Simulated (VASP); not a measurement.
Set up this calculation in VASP 6.6.1, as the native input.

| Item | Value |
| --- | --- |
| Task | single point |
| Functional | PBE |
| Potentials or basis | VASP PAW PBE potentials, release 64 (Na_pv, Ta_pv, F) |
| Cutoff | 520 eV |
| k mesh | 10 × 10 × 6 |
| Occupations | gaussian, width 0.1 eV |
| Spin | no spin polarisation |
| Dipole correction | no |
| Further INCAR settings | ALGO = Normal; EDIFF = 1e-06; NBANDS = 38 |

The structure of NaTa4F lies in POSCAR:

```
NaTa4F
1.0
    3.9846236221      0.0000000000      0.0000000000
    0.0000000000      3.9846236221      0.0000000000
    0.0000000000      0.0000000000      8.5370380619
Na Ta F
1 4 1
Direct
    0.0000000000      0.0000000000      0.5000000000
    0.5000000000      0.0000000000      0.1652633560
    0.5000000000      0.0000000000      0.8347366440
    0.0000000000      0.5000000000      0.8347366440
    0.0000000000      0.5000000000      0.1652633560
    0.5000000000      0.5000000000      0.0000000000
```

The cell was generated, and may not be a known phase.

The input as run:

INCAR

```
SYSTEM = NaTa4F
PREC = Accurate
ENCUT = 520
EDIFF = 1E-6
ISMEAR = 0
SIGMA = 0.1
LREAL = .False.
LASPH = .True.
NELM = 100
ALGO = Normal
ISIF = 2
LWAVE = .False.
LCHARG = .True.
GGA = PE
LELF = .True.
LVHAR = .True.
NBANDS = 38
```

KPOINTS

```
regular mesh
0
Gamma
  10 10 6
  0 0 0
```

Potentials or basis: VASP PAW PBE potentials, release 64 (Na_pv, Ta_pv, F).

Command:

```sh
$ cat potpaw_PBE.64/Na_pv/POTCAR potpaw_PBE.64/Ta_pv/POTCAR potpaw_PBE.64/F/POTCAR > POTCAR
$ mpirun -np 1 vasp_std > vasp.out
```

It gave:

```yaml
Pressure: 0.0 GPa
Largest_force: 0.006 eV/Å
Band_gap_on_the_k_mesh: zero (bands 29 and 30 overlap by 0.69 eV)
```

Caveat: spin-orbit coupling is left out, which moves the levels of the heavy elements.

Run time: 7.7 min on 1 thread of Intel(R) Xeon(R) Platinum 8259CL CPU @ 2.50GHz (Skylake/Cascade Lake), with other jobs on the host, peak memory 0.48 GiB.
